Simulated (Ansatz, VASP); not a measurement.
## One calculation of Cu, two programs

INCAR

```
SYSTEM = Cu
ALGO     = Fast           ! electronic algorithm
EDIFF    = 1E-7           ! SCF threshold, eV
ENCUT    = 520            ! plane-wave cutoff, eV
GGA      = PS             ! functional
ISIF     = 2              ! what is computed and relaxed
ISMEAR   = 0              ! smearing method
LASPH    = .TRUE.         ! aspherical terms in the spheres
LCHARG   = .FALSE.        ! write CHGCAR
LREAL    = .FALSE.        ! projectors in reciprocal space
LWAVE    = .FALSE.        ! write WAVECAR
NBANDS   = 18             ! bands
NELM     = 100            ! most SCF steps
PREC     = Accurate       ! precision mode
SIGMA    = 0.15           ! smearing width, eV
```

KPOINTS

```
k-points
0
G
  20 20 18
  0 0 0
```

Contents of POSCAR:

```
Cu
1.0
    1.1478865243     -3.7416958337      0.0000000000
    1.1478865243      3.7416958337      0.0000000000
    0.0000000000      0.0000000000      2.4675572805
Cu
2
Direct
    0.1338543804      0.8661456196      0.2500000000
    0.8661456196      0.1338543804      0.7500000000
```

Input for Ansatz:

```yaml
crystal:
  lattice:
    - [1.1478865243, -3.7416958337, 0.0]
    - [1.1478865243, 3.7416958337, 0.0]
    - [0.0, 0.0, 2.4675572805]
  atoms:
    - { symbol: Cu, position: [0.1338543804, 0.8661456196, 0.25] }
    - { symbol: Cu, position: [0.8661456196, 0.1338543804, 0.75] }
basis:
  ecutwfc: 520.0
kpoints:
  mp_grid: { grid: [20, 20, 18] }
hamiltonian:
  xc: pbesol
  pseudopotentials: { kind: paw, azcp: { folder: soft_1 } }
scf:
  occupations: { method: gaussian, width: 0.15 }
output:
  forces: true
  stress: true
  eigenvalues: true
```

Change from the starting cell: normal strain along x -0.0550, normal strain along y -0.0550.

Alike in both runs: task single point; functional PBEsol; k mesh 20 × 20 × 18; occupations gaussian, width 0.15 eV; no spin polarisation.

|  | VASP | Ansatz |
| --- | --- | --- |
| version | VASP 6.6.1 | Ansatz 0.2.0 |
| potentials or method | VASP PAW PBE potentials, release 64 (Cu), cutoff 520 eV | scalar-relativistic, plane waves, PAW |
| valence electrons in the cell | 22 | 38 |

```tsv
	VASP	Ansatz	Ansatz less VASP
gap on the k mesh at the Fermi level (eV)	none	none	-
pressure (GPa)	24.2	23.4	-0.78
traceless stress, the component that is largest in VASP (GPa)	-9.07	-9.17	-0.101
rms of the force components (eV/Å)	0.122	0.117	-0.0052
```

VASP's potentials were made for PBE, not for PBEsol, and Ansatz warns of the same on its side. Atom by atom the forces differ by 0.005 eV/Å (rms over components). A gap of «none» marks a metal or a gap that the smearing closes. The functional is the same, so the differences come from potentials, cutoffs and numerics. VASP's potentials hold 22 valence electrons a cell and Ansatz's 38, so a difference there can come from the potentials and not from the codes.
